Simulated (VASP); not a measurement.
# Zr (P6_3/mmc) in VASP: further runs

The runs below take Zr through relaxation of cell and atoms, single point, with PBEsol.

Program: VASP 6.6.1. These are calculated values, not measurements. Logs are shortened: lines on timing, memory, paths and dates and some standing lists are left out, and cuts for length are marked.

## (1) The cell of the first run

Symmetry: P6_3/mmc, No. 194, hexagonal system. Conventional cell: a = 3.502 Å, b = 3.502 Å, c = 9.539 Å, α = 90.00°, β = 90.00°, γ = 120.00°. Within 2.7 Å of Zr (site symmetry -6m2) lie 3 Zr at 2.02 Å. Within 2.7 Å of Zr (site symmetry -6m2) lie 3 Zr at 2.02 Å.

## (2) Relaxation of cell and atoms, PBEsol

Contents of INCAR:

```
PREC = Accurate
ENCUT = 600
EDIFF = 1E-6
ISMEAR = 0
SIGMA = 0.1
LREAL = False
LASPH = True
NELM = 80
ALGO = Normal
ISIF = 3
LWAVE = False
LCHARG = False
GGA = PS
IBRION = 2
NSW = 90
EDIFFG = -0.04
```

Contents of KPOINTS:

```
Automatic mesh
0
Gamma
  6 6 2
```

Contents of POSCAR:

```
Zr
1.0
    3.5023004988      0.0000000000      0.0000000000
   -1.7511502494      3.0330812036      0.0000000000
    0.0000000000      0.0000000000      9.5387859114
Zr
4
Direct
    0.0000000000      0.0000000000      0.2500000000
    0.0000000000      0.0000000000      0.7500000000
    0.3333333333      0.6666666667      0.7500000000
    0.6666666667      0.3333333333      0.2500000000
```

Potentials or basis: VASP PAW PBE potentials, release 64 (Zr_sv).

Launch:

```sh
> cat potpaw_PBE.64/Zr_sv/POTCAR > POTCAR
> mpirun -np 1 vasp_std > vasp.out
```

OUTCAR:

```text
PREC = Accurate
   ENCUT = 600
   EDIFF = 1E-6
   ISMEAR = 0
   LREAL = False
   LASPH = True
   NELM = 80
   ISIF = 3
   GGA = PS
   IBRION = 2
   NSW = 90
   EDIFFG = -0.04

 ion  position               nearest neighbor table
   1  0.000  0.000  0.250-   4 2.02   4 2.02   4 2.02
   2  0.000  0.000  0.750-   3 2.02   3 2.02   3 2.02
   3  0.333  0.667  0.750-   2 2.02   2 2.02   2 2.02
   4  0.667  0.333  0.250-   1 2.02   1 2.02   1 2.02

  LATTYP: Found a hexagonal cell.
 ALAT       =     3.5023004988
 C/A-ratio  =     2.7235772358

  Lattice vectors:

 A1 = (   3.5023004988,   0.0000000000,   0.0000000000)
 A2 = (  -1.7511502494,   3.0330812036,   0.0000000000)
 A3 = (   0.0000000000,   0.0000000000,   9.5387859114)

Analysis of symmetry for initial positions (statically):
=====================================================================
 Subroutine PRICEL returns:
 Original cell was already a primitive cell.

 Routine SETGRP: Setting up the symmetry group for a
 hexagonal supercell.

 Subroutine GETGRP returns: Found 24 space group operations
 (whereof 12 operations were pure point group operations)
 out of a pool of 24 trial point group operations.

The static configuration has the point symmetry D_3d.
 The point group associated with its full space group is D_6h.

Analysis of symmetry for dynamics (positions and initial velocities):
=====================================================================
 Subroutine PRICEL returns:
 Original cell was already a primitive cell.

 Routine SETGRP: Setting up the symmetry group for a
 hexagonal supercell.

 Subroutine GETGRP returns: Found 24 space group operations
 (whereof 12 operations were pure point group operations)
 out of a pool of 24 trial point group operations.

The dynamic configuration has the point symmetry D_3d.
 The point group associated with its full space group is D_6h.

 Subroutine INISYM returns: Found 24 space group operations
 (whereof 12 operations are pure point group operations),
 and found     1 'primitive' translations

----------------------------------------------------------------------------------------

                                     Primitive cell

  volume of cell :     101.3283

  direct lattice vectors                    reciprocal lattice vectors
     3.502300499  0.000000000  0.000000000     0.285526613  0.164848867  0.000000000
    -1.751150249  3.033081204  0.000000000     0.000000000  0.329697734  0.000000000
[... 73 lines left out ...]
   LNONCOLLINEAR =      F non collinear calculations
   LSORBIT =      F    spin-orbit coupling
   LASPH  =      T    aspherical Exc in radial PAW
   ENCUT  =  600.0 eV  44.10 Ry    6.64 a.u.   6.99  6.99 19.05*2*pi/ulx,y,z
   NELM   =     80;   NELMIN=  2; NELMDL= -5     # of ELM steps
   EDIFF  = 0.1E-05   stopping-criterion for ELM
   LREAL  =      F    real-space projection
   EDIFFG = -.4E-01   stopping-criterion for IOM
   NSW    =     90    number of steps for IOM
   IBRION =      2    ionic relax: 0-MD 1-quasi-New 2-CG
   NFREE  =      1    steps in history (QN), initial steepest desc. (CG)
   ISIF   =      3    stress and relaxation
   ISYM   =      2    0-nonsym 1-usesym 2-fastsym
   POTIM  = 0.5000    time-step for ionic-motion
   TEBEG  =    0.0;   TEEND  =   0.0 temperature during run
   PSTRESS=    0.0 pullay stress
   NELECT =      48.0000    total number of electrons
   NUPDOWN=      -1.0000    fix difference up-down
   EMIN   =  10.00;   EMAX   =-10.00  energy-range for DOS
   EFERMI =   0.00;   METHOD = LEGACY
   ISMEAR =     0;   SIGMA  =   0.10  broadening in eV -4-tet -1-fermi 0-gaus
   EFERMI_NEDOS =   21; number of points for ismear=-14 and -15
   IALGO  =     38    algorithm
   IMIX   =      4    mixing-type and parameters
     AMIX     =   0.40;   BMIX     =  1.00
     AMIX_MAG =   1.60;   BMIX_MAG =  1.00
  volume/ion in A,a.u.               =      25.33       170.95
  Fermi-wavevector in a.u.,A,eV,Ry     =   1.276179  2.411629 22.158909  1.628634
  Thomas-Fermi vector in A             =   2.408850
   LORBIT       =      0    0 simple, 1 ext, 2 COOP (PROOUT), +10 PAW based schemes
   GGA     = PS    functional components
   LHFCALC =     F    Hartree Fock is set to
   AEXX    =    0.0000 exact exchange contribution
   IVDW    =     0    specifies the selected vdW correction
   LEPSILON=     F    determine dielectric tensor
   LRPA    =     F    only Hartree local field effects (RPA)
 conjugate gradient relaxation of ions
 non-spin polarized calculation
 Gauss-broadening in eV      SIGMA  =   0.10
  energy-cutoff  :      600.00
  volume of cell :      101.33
 maximum number of plane-waves:      3402
 NGX is ok and might be reduce to    28
   NGX = 13   NGY = 13   NGZ = 39

--------------------------------------- Ionic step        1  -------------------------------------------

 number of electron      48.0000000 magnetization

 Free energy of the ion-electron system (eV)
  ---------------------------------------------------
  ext. energy  EPLUGINS =         0.00000000
  ---------------------------------------------------
  free energy    TOTEN  =       -11.36331336 eV

  energy without entropy =      -11.33061772  energy(sigma->0) =      -11.34696554

------------------------ aborting loop because EDIFF is reached ----------------------------------------

  FORCE on cell =-STRESS in cart. coord.  units (eV):
  Direction    XX          YY          ZZ          XY          YZ          ZX
  --------------------------------------------------------------------------------------
  -------------------------------------------------------------------------------------
  Total       68.4155395     68.4155395     -5.0945113      0.0000000      0.0000000     -0.0000000
  in kB     1081.7696511   1081.7696510    -80.5531574      0.0000000      0.0000000     -0.0000000
  external PRESSURE =     694.3287149 kB  Pullay stress =       0.0000000 kB
[... 1421 lines left out ...]
     27       5.7065      0.00000
     28       5.7065      0.00000

[... ionic steps 4 to 17 ...]

--------------------------------------- Ionic step       18  -------------------------------------------

 number of electron      48.0000001 magnetization

------------------------ aborting loop because EDIFF is reached ----------------------------------------
[... 71 lines left out ...]
--------------------------------------- Ionic step       20  -------------------------------------------

 number of electron      48.0000001 magnetization

 Free energy of the ion-electron system (eV)
  ---------------------------------------------------
  ext. energy  EPLUGINS =         0.00000000
  ---------------------------------------------------
  free energy    TOTEN  =       -31.89830891 eV

  energy without entropy =      -31.85448113  energy(sigma->0) =      -31.87639502

 E-fermi :   7.4997     XC(G=0): -10.6296

 val. band max:        7.4918670016   @ k =   0.3333   0.0000   0.5000
 cond. band min:       7.5146451040   @ k =   0.3333   0.1667   0.0000
 fundamental gap:      0.0227781024
 Fermi energy:         7.4997288256
[... 463 lines left out ...]
  FREE ENERGIE OF THE ION-ELECTRON SYSTEM (eV)
  ---------------------------------------------------
  free  energy   TOTEN  =       -31.8983089068 eV

  energy  without entropy=      -31.8544811294  energy(sigma->0) =      -31.87639502

 reached required accuracy - stopping structural energy minimisation
```

OSZICAR:

```text
N       E                     dE             d eps       ncg     rms          rms(c)
DAV:   1     0.694853082423E+03    0.69485E+03   -0.28773E+04   784   0.190E+03
DAV:   2     0.348352518032E+02   -0.66002E+03   -0.64696E+03   980   0.555E+02
DAV:   3    -0.115817099725E+02   -0.46417E+02   -0.44469E+02  1240   0.121E+02
DAV:   4    -0.151138023037E+02   -0.35321E+01   -0.34055E+01  1324   0.284E+01
[... 346 lines left out ...]
DAV:   3    -0.318983287750E+02    0.29955E-03   -0.74558E-04  1016   0.196E-01    0.626E-02
DAV:   4    -0.318982941494E+02    0.34626E-04   -0.27198E-04  1144   0.911E-02    0.450E-02
DAV:   5    -0.318983040170E+02   -0.98676E-05   -0.40909E-05   936   0.335E-02    0.176E-02
DAV:   6    -0.318983095207E+02   -0.55036E-05   -0.23583E-05   984   0.254E-02    0.394E-03
DAV:   7    -0.318983089068E+02    0.61386E-06   -0.48671E-06   712   0.117E-02
  20 F= -.31898309E+02 E0= -.31876395E+02  d E =-.410401E-03
```

Run time: 30 min. Hardware: 1 thread of Intel Xeon 8259CL, shared host; peak memory 0.27 GiB.

Results:

```
Free energy                           : -31.8983 eV
Relaxed volume                        : 25.42 Å³/atom
Relaxed cell                          : a = 4.937 Å, b = 4.937 Å, c = 4.817 Å, α = 90.00°, β = 90.00°, γ = 120.00°
Space group after relaxing (to 0.1 Å) : P6_3/mmc (No. 194)
Pressure after relaxing               : 0.0 GPa
Band gap on the k mesh                : zero (bands 24 and 25 overlap by 0.89 eV)
```

Final structure:
```yaml
crystal:
  lattice:
    - [4.93730, 0.00000, 0.00000]
    - [-2.46865, 4.27582, 0.00000]
    - [0.00000, 0.00000, 4.81682]
  atoms:
    - { symbol: Zr, position: [0.00000, 0.00000, 0.25000] }
    - { symbol: Zr, position: [0.00000, 0.00000, 0.75000] }
    - { symbol: Zr, position: [0.33333, 0.66667, 0.75000] }
    - { symbol: Zr, position: [0.66667, 0.33333, 0.25000] }
```

Caveat: a cell axis changed by over 15 % at a fixed basis, so the end point is rough; the PAW data sets were made with another functional, which shifts forces and pressure a little.

## (3) Relaxation of cell and atoms, PBEsol

This run uses another cell than the first one, of 25.53 Å³/atom.

INCAR, as its differences from that of step 2:

```diff
@@ -7,3 +7,3 @@
 LASPH = True
-NELM = 80
+NELM = 60
 ALGO = Normal
```

Contents of KPOINTS:

```
regular mesh
0
Gamma
  6 6 4
```

Contents of POSCAR:

```
Zr
1.0
    4.9523930646      0.0000000000      0.0000000000
   -2.4761965323      4.2888982035      0.0000000000
    0.0000000000      0.0000000000      4.8083681256
Zr
4
Direct
    0.0000000000      0.0000000000      0.2500000000
    0.0000000000      0.0000000000      0.7500000000
    0.3333333333      0.6666666667      0.7500000000
    0.6666666667      0.3333333333      0.2500000000
```

Potentials or basis: VASP PAW PBE potentials, release 64 (Zr_sv).

Launch:

```sh
> cat potpaw_PBE.64/Zr_sv/POTCAR > POTCAR
> mpirun -np 1 vasp_std > vasp.out
```

OUTCAR:

```text
PREC = Accurate
   ENCUT = 600
   EDIFF = 1E-6
   ISMEAR = 0
   LREAL = False
   LASPH = True
   NELM = 60
   ISIF = 3
   GGA = PS
   IBRION = 2
   NSW = 90
   EDIFFG = -0.04

 ion  position               nearest neighbor table
   1  0.000  0.000  0.250-   2 2.40   2 2.40   4 2.86   4 2.86   4 2.86   3 3.74   3 3.74   3 3.74
                             3 3.74   3 3.74   3 3.74
   2  0.000  0.000  0.750-   1 2.40   1 2.40   3 2.86   3 2.86   3 2.86   4 3.74   4 3.74   4 3.74
                             4 3.74   4 3.74   4 3.74
   3  0.333  0.667  0.750-   2 2.86   2 2.86   2 2.86   1 3.74   1 3.74   4 3.74   4 3.74   4 3.74
                             4 3.74   1 3.74   1 3.74   1 3.74   1 3.74   4 3.74   4 3.74
   4  0.667  0.333  0.250-   1 2.86   1 2.86   1 2.86   3 3.74   2 3.74   2 3.74   3 3.74   3 3.74
                             3 3.74   2 3.74   2 3.74   2 3.74   2 3.74   3 3.74   3 3.74

[... 195 lines left out ...]
  -------------------------------------------------------------------------------------
  Total       -0.7675503     -0.7675503      3.2489841      0.0000000      0.0000000      0.0000000
  in kB      -12.0408979    -12.0408979     50.9682368      0.0000000      0.0000000      0.0000000
  external PRESSURE =       8.9621470 kB  Pullay stress =       0.0000000 kB
[... 101 lines left out ...]
--------------------------------------- Ionic step        4  -------------------------------------------

 number of electron      48.0000000 magnetization

 Free energy of the ion-electron system (eV)
  ---------------------------------------------------
  ext. energy  EPLUGINS =         0.00000000
  ---------------------------------------------------
  free energy    TOTEN  =       -31.66716653 eV

  energy without entropy =      -31.61586191  energy(sigma->0) =      -31.64151422

 E-fermi :   7.3485     XC(G=0): -10.5888

 val. band max:        7.3234337364   @ k =   0.3333   0.0000   0.2500
 cond. band min:       7.3588388222   @ k =   0.0000   0.0000   0.2500
 fundamental gap:      0.0354050858
 Fermi energy:         7.3484968120

 k-point     1 :       0.0000    0.0000    0.0000
  band No.  band energies     occupation
      1     -41.6391      2.00000
      2     -41.6076      2.00000
      3     -40.7479      2.00000
      4     -40.0476      2.00000
      5     -20.5879      2.00000
      6     -19.8879      2.00000
[... 671 lines left out ...]
  FREE ENERGIE OF THE ION-ELECTRON SYSTEM (eV)
  ---------------------------------------------------
  free  energy   TOTEN  =       -31.6671665326 eV

  energy  without entropy=      -31.6158619063  energy(sigma->0) =      -31.64151422

 reached required accuracy - stopping structural energy minimisation
```

OSZICAR:

```text
N       E                     dE             d eps       ncg     rms          rms(c)
DAV:   1     0.569717419894E+03    0.56972E+03   -0.27406E+04  1176   0.186E+03
DAV:   2     0.176846272945E+02   -0.55203E+03   -0.54172E+03  1360   0.519E+02
DAV:   3    -0.304186138414E+02   -0.48103E+02   -0.45792E+02  1972   0.106E+02
[... 41 lines left out ...]
DAV:   5    -0.316663666037E+02   -0.63386E-03   -0.45681E-03  1856   0.334E-01    0.201E-01
DAV:   6    -0.316668226097E+02   -0.45601E-03   -0.10053E-03  1688   0.141E-01    0.998E-02
DAV:   7    -0.316671551407E+02   -0.33253E-03   -0.77471E-04  1792   0.130E-01    0.265E-02
DAV:   8    -0.316671626168E+02   -0.74761E-05   -0.27821E-05  1568   0.316E-02    0.950E-03
DAV:   9    -0.316671664139E+02   -0.37971E-05   -0.38121E-06  1116   0.115E-02    0.320E-03
DAV:  10    -0.316671665326E+02   -0.11870E-06   -0.97082E-07   720   0.650E-03
   4 F= -.31667167E+02 E0= -.31641514E+02  d E =-.153210E-02
```

CONTCAR:

```text
Zr
   1.00000000000000
     4.8985481623536327    0.0000000000000000   -0.0000000000000000
    -2.4492740811768163    4.2422671502893659    0.0000000000000000
     0.0000000000000000    0.0000000000000000    4.9336592733952163
  Zr
     4
Direct
     1.0000000000000000    1.0000000000000000    0.2500000000000000
     1.0000000000000000    0.0000000000000000    0.7500000000000000
     0.3333333332999970    0.6666666667000030    0.7500000000000000
     0.6666666667000030    0.3333333332999970    0.2500000000000000

  0.00000000E+00  0.00000000E+00  0.00000000E+00
  0.00000000E+00  0.00000000E+00  0.00000000E+00
  0.00000000E+00  0.00000000E+00  0.00000000E+00
  0.00000000E+00  0.00000000E+00  0.00000000E+00
```

Wall time 5.9 min (1 thread of Intel Xeon 8259CL, shared host); peak memory 0.27 GiB.

Results:

```
Free energy                           : -31.6672 eV
Relaxed volume                        : 25.63 Å³/atom
Relaxed cell                          : a = 4.899 Å, b = 4.899 Å, c = 4.934 Å, α = 90.00°, β = 90.00°, γ = 120.00°
Space group after relaxing (to 0.1 Å) : P6_3/mmc (No. 194)
Energy gained by relaxing             : 12.5 meV/atom
Ionic steps                           : 4
Pressure after relaxing               : 0.1 GPa
Band gap on the k mesh                : zero (bands 24 and 25 overlap by 1.03 eV)
```

The path:
```csv
step,energy change (eV),largest force (eV/Å),pressure (GPa),volume (Å³)
1,0.0000,0.0000,0.90,102.13
2,-0.0392,0.0000,-1.06,104.18
3,-0.0484,0.0000,-0.48,103.56
4,-0.0499,0.0000,0.08,102.53
```

Final structure:
```
Zr
1.0
     4.89855    0.00000    0.00000
    -2.44927    4.24227    0.00000
     0.00000    0.00000    4.93366
Zr
4
Direct
  0.00000 0.00000 0.25000
  0.00000 0.00000 0.75000
  0.33333 0.66667 0.75000
  0.66667 0.33333 0.25000
```

Caveat: the PAW data sets were made with another functional, which shifts forces and pressure a little.

## (4) Single point, PBEsol

This run uses another cell than the first one, of 25.19 Å³/atom.

Contents of INCAR:

```
PREC = Accurate
ENCUT = 520
EDIFF = 1E-6
ISMEAR = 0
SIGMA = 0.1
LREAL = False
LASPH = True
NELM = 60
ALGO = Fast
ISIF = 2
LWAVE = False
LCHARG = False
GGA = PS
NBANDS = 32
```

Contents of KPOINTS:

```
Automatic mesh
0
Gamma
  12 12 10
```

Contents of POSCAR:

```
Zr
1.0
    4.9179984786      0.0000000000      0.0000000000
   -2.4589992393      4.2591116183      0.0000000000
    0.0000000000      0.0000000000      4.8107828423
Zr
4
Direct
    0.0000000000      0.0000000000      0.2500000000
    0.0000000000      0.0000000000      0.7500000000
    0.3333333333      0.6666666667      0.7500000000
    0.6666666667      0.3333333333      0.2500000000
```

Launch:

```sh
> cat potpaw_PBE.64/Zr_sv/POTCAR > POTCAR
> mpirun -np 1 vasp_std > vasp.out
```

Wall time 19 min (1 thread of Intel Xeon 8259CL, shared host); peak memory 0.42 GiB.

It converged, with:

| Item | Value |
| --- | --- |
| Free energy | -31.7922 eV |
| Pressure | 0.2 GPa |
| Band gap on the k mesh | zero (bands 24 and 25 overlap by 1.00 eV) |

Stress tensor (GPa, compression positive):
```
0.08 0.00 0.00
0.00 0.08 0.00
0.00 0.00 0.39
```

Levels at points of the mesh, in eV from the Fermi level:
```csv
k point,band 22,band 23,band 24,band 25,band 26,band 27
"(0.00, 0.00, 0.00)",-0.42,-0.42,0.26,0.26,0.29,0.29
"(0.50, 0.00, 0.00)",-1.61,-0.79,-0.15,0.15,0.16,0.34
"(0.00, 0.00, 0.50)",-1.20,0.72,0.72,0.72,0.72,1.35
"(0.50, 0.00, 0.50)",-1.05,-0.50,-0.50,-0.19,-0.19,1.19
```

Caveat: the PAW data sets were made with another functional, which shifts forces and pressure a little.

## (5) The runs side by side

```csv
task,cell,k mesh,cutoff (eV),gap on the mesh (eV),pressure (GPa),relaxed volume (Å³/atom)
relaxation of cell and atoms,"relaxed from a = 3.502, b = 3.502, c = 9.539 Å, angles 90.0, 90.0, 120.0°, 4 atoms",6 × 6 × 2,600,none,0.0,25.42
relaxation of cell and atoms,"relaxed from a = 4.952, b = 4.952, c = 4.808 Å, angles 90.0, 90.0, 120.0°, 4 atoms",6 × 6 × 4,600,none,0.1,25.63
single point,"a = 4.918, b = 4.918, c = 4.811 Å, angles 90.0, 90.0, 120.0°, 4 atoms",12 × 12 × 10,520,none,0.2,-
```

Alike in all rows: level PBEsol; potentials or basis VASP PAW PBE potentials, release 64 (Zr_sv); no spin polarisation; smearing gaussian 0.1 eV.

Caveats: the PAW data sets were made with another functional, which shifts forces and pressure a little; a cell axis changed by over 15 % at a fixed basis, so the end point is rough (at least some runs).

Total energies depend on the potentials used, so only differences within one code and one set of settings carry meaning.

The gap in the log of VASP goes by the Fermi energy; the results here count the filled bands.